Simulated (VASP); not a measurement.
Runs of VASP 6.6.1 on Ti. The structure is that of space group Fm-3m (No. 225), or close to it. The cells are those of the table. 

| task | cell | k mesh | cutoff (eV) | gap on the mesh (eV) | pressure (GPa) |
| --- | --- | --- | --- | --- | --- |
| single point | a = 2.892 Å, angles 60.0°, 1 atom | 15 × 15 × 15 | 520 | none | (b) |
| single point | a = 3.045 Å, angles 60.0°, 1 atom | 15 × 15 × 15 | 520 | none | -9.2 |
| single point | a = 2.810 Å, angles 60.0°, 1 atom | 15 × 15 × 15 | 520 | none | 15.9 |
| single point | a = 2.932 Å, angles 60.0°, 1 atom | 15 × 15 × 15 | 520 | none | 0.0 |
| single point | a = 2.971 Å, angles 60.0°, 1 atom | 15 × 15 × 15 | 520 | none | -3.7 |
| single point | a = 3.008 Å, angles 60.0°, 1 atom | 15 × 15 × 15 | 520 | none | -6.7 |
| relaxation of cell and atoms | relaxed from a = 2.923 Å, angles 60.0°, 1 atom | 13 × 13 × 13 | 600 | none | 0.0 |
| single point | a = 2.852 Å, angles 60.0°, 1 atom | 15 × 15 × 15 | 520 | none | (a) |
| single point | a = 2.932 Å, angles 60.0°, 1 atom | 21 × 21 × 21 | 520 | none | 0.0 |
| single point | a = 2.932 Å, angles 60.0°, 1 atom | 13 × 13 × 13 | 520 | none | 0.0 |

Alike in all rows: level BLYP; potentials or basis VASP PAW PBE potentials, release 64 (Ti_sv); no spin polarisation; smearing fermi-dirac 0.1 eV.

Problem. Estimate the missing entries.

Solution. (a) 9.6; (b) 4.4.

Caveats: the PAW data sets were made with another functional, which shifts forces and pressure a little.

A gap of «none» marks levels without a gap at the run's occupations.
